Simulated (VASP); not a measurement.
# AlGa3N4: single point with PBEsol

The system is AlGa3N4.

```xyz
16
Lattice="-5.1424 3.1650 -0.0001 5.1424 3.1650 0.0001 0.0036 -3.1650 -5.4785" Properties=species:S:1:pos:R:3 pbc="T T T"
Al    0.0043    4.7475   -1.8224
Al    0.0043    1.5825   -1.8224
Ga   -2.5733    1.5825   -3.6437
Ga    2.5690    1.5825   -3.6436
Ga    2.5668    3.1650   -0.9228
Ga   -2.5756    3.1650   -0.9229
Ga    0.0023    0.0000   -4.5681
Ga    0.0023    3.1650   -4.5681
N     0.6177   -1.5825   -3.6153
N     0.6177    1.5825   -3.6153
N     0.6056    3.1650   -0.9512
N     0.6056    0.0000   -0.9512
N    -1.9488    0.0000   -4.5679
N     3.1935    0.0000   -4.5678
N    -1.8951    1.5825   -1.8228
N     3.2472    1.5825   -1.8226
```

```yaml
Program: VASP 6.6.1
Task: single point
Functional: PBEsol
Potentials_or_basis: VASP PAW PBE potentials, release 64 (Al, Ga_d, N)
Cutoff: 520 eV
k_mesh: 6 × 6 × 6
Occupations: gaussian, width 0.01 eV
Spin: no spin polarisation
Dipole_correction: no
Further_INCAR_settings: LREAL = Auto; ALGO = Normal; EDIFF = 1e-06; NBANDS = 76
```

| Property | Result |
| --- | --- |
| Pressure | -0.2 GPa |
| Largest force | 0.015 eV/Å |
| Band gap on the k mesh | 2.38 eV |

Forces in eV/Å, atoms in the order of the input:
```
Al   0.005  0.000  0.003
Al   0.005  0.000  0.003
Ga   0.005  0.000 -0.002
Ga   0.005  0.000 -0.002
Ga   0.008  0.000  0.000
Ga   0.008  0.000  0.000
Ga  -0.010  0.000  0.004
Ga  -0.010  0.000  0.004
N    0.004  0.000 -0.009
N    0.004  0.000 -0.009
N    0.003  0.000  0.006
N    0.003  0.000  0.006
N    0.000  0.000 -0.001
N    0.000  0.000 -0.001
N   -0.014  0.000 -0.002
N   -0.014  0.000 -0.002
```

Levels at points of the mesh, in eV from the valence-band top:
| k point | band 60 | band 61 | band 62 | band 63 | band 64 | band 65 |
| --- | --- | --- | --- | --- | --- | --- |
| (0.00, 0.00, 0.00) | -0.09 | -0.03 | 0.00 | 2.38 | 4.32 | 4.40 |
| (0.50, 0.00, 0.00) | -0.90 | -0.70 | -0.70 | 4.69 | 4.69 | 5.91 |
| (0.00, 0.50, 0.00) | -0.83 | -0.72 | -0.72 | 4.67 | 4.67 | 5.89 |
| (0.50, 0.50, 0.00) | -0.67 | -0.36 | -0.36 | 4.40 | 4.48 | 4.58 |
| (0.00, 0.00, 0.50) | -0.61 | -0.58 | -0.34 | 4.57 | 4.73 | 5.71 |
| (0.50, 0.50, 0.50) | -1.18 | -1.14 | -1.10 | 5.32 | 5.38 | 5.46 |

It took 48 min on 1 thread of Oxide Virtual Turin-like Processor, on a shared host, peak memory 0.66 GiB.

Caveat: the PAW data sets were made with another functional, which shifts forces and pressure a little.
